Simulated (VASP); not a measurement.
# MgO (mix) (Fm-3m) in VASP: single point with PBE

Aim: the single point of MgO (mix) with PBE.

Program: VASP 6.6.1. These are calculated values, not measurements. Logs are shortened: lines on timing, memory, paths and dates and some standing lists are left out, and cuts for length are marked.

**Experimental background.**

From “Electronic structure of alkaline earth and post-transition metal oxides”, 2009, arxiv:0908.1581, for a bulk crystal of MgO: band gap 7.83 eV.

The runs below are set against these values where they give the same quantity.

### 1 The cell of the first run

Symmetry: Fm-3m, No. 225, cubic system. The conventional cell has a = 4.254 Å, b = 4.254 Å, c = 4.254 Å, α = 90.00°, β = 90.00°, γ = 90.00°. Within 2.8 Å of Mg (site symmetry m-3m) lie 6 O at 2.13 Å. Within 2.8 Å of O (site symmetry m-3m) lie 6 Mg at 2.13 Å.

### 2 Single point, PBE

The input, INCAR:

```
  ALGO = Normal
  EDIFF = 1E-6
  ENCUT = 600
  GGA = PE
  GGA_COMPAT = F
  ISIF = 2
  ISMEAR = 0
  LASPH = T
  LCHARG = T
  LELF = T
  LREAL = F
  LVHAR = T
  LWAVE = F
  NBANDS = 11
  NELM = 120
  PREC = Accurate
  SIGMA = 0.02
```

The input, KPOINTS:

```
k-points
0
Gamma
  10 10 10
```

The input, POSCAR:

```
MgO
1.0
    0.0000000000      2.1268586785      2.1268586785
    2.1268586785      0.0000000000      2.1268586785
    2.1268586785      2.1268586785      0.0000000000
Mg O
1 1
Direct
    0.0000000000      0.0000000000      0.0000000000
    0.5000000000      0.5000000000      0.5000000000
```

Potentials or basis: VASP PAW PBE potentials, release 64 (Mg, O).

Launch:

```sh
cat potpaw_PBE.64/Mg/POTCAR potpaw_PBE.64/O/POTCAR > POTCAR
mpirun -np 1 vasp_std > vasp.out
```

OUTCAR:

```text
EDIFF = 1E-6
   ENCUT = 600
   GGA = PE
   ISIF = 2
   ISMEAR = 0
   LASPH = T
   LREAL = F
   NELM = 120
   PREC = Accurate

 ion  position               nearest neighbor table
   1  0.000  0.000  0.000-   2 2.13   2 2.13   2 2.13   2 2.13   2 2.13   2 2.13
   2  0.500  0.500  0.500-   1 2.13   1 2.13   1 2.13   1 2.13   1 2.13   1 2.13

  LATTYP: Found a face centered cubic cell.
 ALAT       =     4.2537173570

  Lattice vectors:

 A1 = (   0.0000000000,   2.1268586785,   2.1268586785)
 A2 = (   2.1268586785,   0.0000000000,   2.1268586785)
 A3 = (   2.1268586785,   2.1268586785,   0.0000000000)

Analysis of symmetry for initial positions (statically):
=====================================================================
 Subroutine PRICEL returns:
 Original cell was already a primitive cell.

 Routine SETGRP: Setting up the symmetry group for a
 face centered cubic supercell.

 Subroutine GETGRP returns: Found 48 space group operations
[... 9 lines left out ...]

 Routine SETGRP: Setting up the symmetry group for a
 face centered cubic supercell.

 Subroutine GETGRP returns: Found 48 space group operations
[... 11 lines left out ...]
                                     Primitive cell

  volume of cell :      19.2418

  direct lattice vectors                    reciprocal lattice vectors
     0.000000000  2.126858679  2.126858679    -0.235088492  0.235088492  0.235088492
     2.126858679  0.000000000  2.126858679     0.235088492 -0.235088492  0.235088492
     2.126858679  2.126858679  0.000000000     0.235088492  0.235088492 -0.235088492

  length of vectors
     3.007832388  3.007832388  3.007832388     0.407185213  0.407185213  0.407185213

  position of ions in fractional coordinates (direct lattice)
     0.000000000  0.000000000  0.000000000
     0.500000000  0.500000000  0.500000000

  ion indices of the primitive-cell ions
   primitive index   ion index
                 1           1
                 2           2

----------------------------------------------------------------------------------------

 KPOINTS: k-points

Automatic generation of k-mesh.
 Grid dimensions read from file:
 generate k-points for:   10   10   10

 Generating k-lattice:

  Cartesian coordinates                     Fractional coordinates (reciprocal lattice)
    -0.023508849  0.023508849  0.023508849     0.100000000  0.000000000  0.000000000
     0.023508849 -0.023508849  0.023508849     0.000000000  0.100000000  0.000000000
[... 58 lines left out ...]
   EDIFF  = 0.1E-05   stopping-criterion for ELM
   LREAL  =      F    real-space projection
   EDIFFG = 0.1E-04   stopping-criterion for IOM
   NSW    =      0    number of steps for IOM
   IBRION =     -1    ionic relax: 0-MD 1-quasi-New 2-CG
   NFREE  =      0    steps in history (QN), initial steepest desc. (CG)
   ISIF   =      2    stress and relaxation
   ISYM   =      2    0-nonsym 1-usesym 2-fastsym
   POTIM  = 0.5000    time-step for ionic-motion
   TEBEG  =    0.0;   TEEND  =   0.0 temperature during run
   PSTRESS=    0.0 pullay stress
   NELECT =       8.0000    total number of electrons
   NUPDOWN=      -1.0000    fix difference up-down
   EMIN   =  10.00;   EMAX   =-10.00  energy-range for DOS
   EFERMI =   0.00;   METHOD = LEGACY
   ISMEAR =     0;   SIGMA  =   0.02  broadening in eV -4-tet -1-fermi 0-gaus
   EFERMI_NEDOS =   21; number of points for ismear=-14 and -15
   IALGO  =     38    algorithm
   IMIX   =      4    mixing-type and parameters
     AMIX     =   0.40;   BMIX     =  1.00
     AMIX_MAG =   1.60;   BMIX_MAG =  1.00
  volume/ion in A,a.u.               =       9.62        64.93
  Fermi-wavevector in a.u.,A,eV,Ry     =   1.221864  2.308988 20.312839  1.492952
  Thomas-Fermi vector in A             =   2.357031
   LORBIT       =      0    0 simple, 1 ext, 2 COOP (PROOUT), +10 PAW based schemes
   GGA     = PE    functional components
   LHFCALC =     F    Hartree Fock is set to
   AEXX    =    0.0000 exact exchange contribution
   IVDW    =     0    specifies the selected vdW correction
   LEPSILON=     F    determine dielectric tensor
   LRPA    =     F    only Hartree local field effects (RPA)
 non-spin polarized calculation
 Gauss-broadening in eV      SIGMA  =   0.02
  energy-cutoff  :      600.00
  volume of cell :       19.24
 maximum number of plane-waves:       656
   NGX = 13   NGY = 13   NGZ = 13

 number of electron       8.0000004 magnetization

 Free energy of the ion-electron system (eV)
  ---------------------------------------------------
  ext. energy  EPLUGINS =         0.00000000
  ---------------------------------------------------
  free energy    TOTEN  =       -11.91483330 eV

  energy without entropy =      -11.91483330  energy(sigma->0) =      -11.91483330

 E-fermi :   3.1835     XC(G=0): -10.9396

 val. band max:        2.9670710601   @ k =   0.0000   0.0000   0.0000
 cond. band min:       7.4123242666   @ k =   0.0000   0.0000   0.0000
 fundamental gap:      4.4452532065
 Fermi energy:         3.1834851683

 k-point     1 :       0.0000    0.0000    0.0000
  band No.  band energies     occupation
      1     -14.1470      2.00000
      2       2.9671      2.00000
      3       2.9671      2.00000
      4       2.9671      2.00000
      5       7.4123      0.00000
      6      18.6011      0.00000
      7      18.6011      0.00000
      8      18.6011      0.00000
      9      22.4388      0.00000
     10      24.1813      0.00000
     11      24.1813      0.00000
[... 309 lines left out ...]
 k-point    24 :       0.4000    0.3000    0.0000
  band No.  band energies     occupation
      1     -12.9759      2.00000
      2      -0.5125      2.00000
      3       1.7066      2.00000
      4       1.9181      2.00000
      5      12.2516      0.00000
      6      13.0519      0.00000
      7      16.2576      0.00000
      8      20.7597      0.00000
      9      20.9610      0.00000
     10      27.4932      0.00000
     11      29.3566      0.00000

 [... further k-points ...]
[... 5 lines left out ...]
  --------------------------------------------------------------------------------------
  -------------------------------------------------------------------------------------
  Total       -0.1227774     -0.1227774     -0.1227774     -0.0000000      0.0000000     -0.0000000
  in kB      -10.2231089    -10.2231089    -10.2231089     -0.0000000      0.0000000     -0.0000000
  external PRESSURE =     -10.2231089 kB  Pullay stress =       0.0000000 kB

 VOLUME and BASIS-vectors are now :
 -----------------------------------------------------------------------------
  energy-cutoff  :      600.00
  volume of cell :       19.24
      direct lattice vectors                 reciprocal lattice vectors
     0.000000000  2.126858679  2.126858679    -0.235088492  0.235088492  0.235088492
     2.126858679  0.000000000  2.126858679     0.235088492 -0.235088492  0.235088492
     2.126858679  2.126858679  0.000000000     0.235088492  0.235088492 -0.235088492

 POSITION                                       TOTAL-FORCE (eV/Angst)
 -----------------------------------------------------------------------------------
      0.00000      0.00000      0.00000         0.000000      0.000000      0.000000
      2.12686      2.12686      2.12686         0.000000      0.000000      0.000000
 -----------------------------------------------------------------------------------
    total drift:                               -0.000000     -0.000000      0.000000

  FREE ENERGIE OF THE ION-ELECTRON SYSTEM (eV)
  ---------------------------------------------------
  free  energy   TOTEN  =       -11.9148333000 eV

  energy  without entropy=      -11.9148333000  energy(sigma->0) =      -11.91483330
```

OSZICAR:

```text
N       E                     dE             d eps       ncg     rms          rms(c)
DAV:   1     0.211863134525E+02    0.21186E+02   -0.48531E+03  1106   0.726E+02
DAV:   2    -0.126149725368E+02   -0.33801E+02   -0.32597E+02  1179   0.150E+02
DAV:   3    -0.134674601527E+02   -0.85249E+00   -0.85172E+00  1246   0.220E+01
DAV:   4    -0.134695974775E+02   -0.21373E-02   -0.21373E-02  1136   0.124E+00
DAV:   5    -0.134696045705E+02   -0.70930E-05   -0.70930E-05  1211   0.701E-02    0.719E+00
DAV:   6    -0.119352147304E+02    0.15344E+01   -0.89875E+00  1076   0.164E+01    0.227E+00
DAV:   7    -0.119208680934E+02    0.14347E-01   -0.62337E-02  1121   0.221E+00    0.135E+00
DAV:   8    -0.119153154847E+02    0.55526E-02   -0.30789E-02  1088   0.197E+00    0.256E-01
DAV:   9    -0.119148780135E+02    0.43747E-03   -0.64081E-04  1181   0.178E-01    0.145E-01
DAV:  10    -0.119148324053E+02    0.45608E-04   -0.58819E-04  1130   0.181E-01    0.865E-03
DAV:  11    -0.119148333000E+02   -0.89465E-06   -0.32339E-06  1199   0.150E-02
   1 F= -.11914833E+02 E0= -.11914833E+02  d E =-.477473E-55
```

stdout:

```text
POSCAR found type information on POSCAR MgO
 POSCAR found :  2 types and       2 ions
 scaLAPACK will be used
 LDA part: xc-table for (Slater+PW92), standard interpolation
 POSCAR, INCAR and KPOINTS ok, starting setup
 FFT: planning ... GRIDC
 FFT: planning ... GRID_SOFT
 FFT: planning ... GRID
 WAVECAR not read
 entering main loop
```

Run time: 8.7 s. Hardware: 1 thread of Intel Xeon 8259CL, shared host; peak memory 0.14 GiB.

Results:

```yaml
Free_energy: -11.9148 eV
Pressure: -1.0 GPa
Band_gap_on_the_k_mesh: 4.45 eV, direct
```

### 3 Comparison with measurements

Step 2. Measured gap of MgO: 7.83 eV (quoted in “Electronic structure of alkaline earth and post-transition metal oxides”, 2009, arxiv:0908.1581). This calculation gives 4.45 eV (-3.38 eV). The value is that of PBE, without temperature or zero-point motion. Semilocal functionals fall short of measured gaps as a rule.
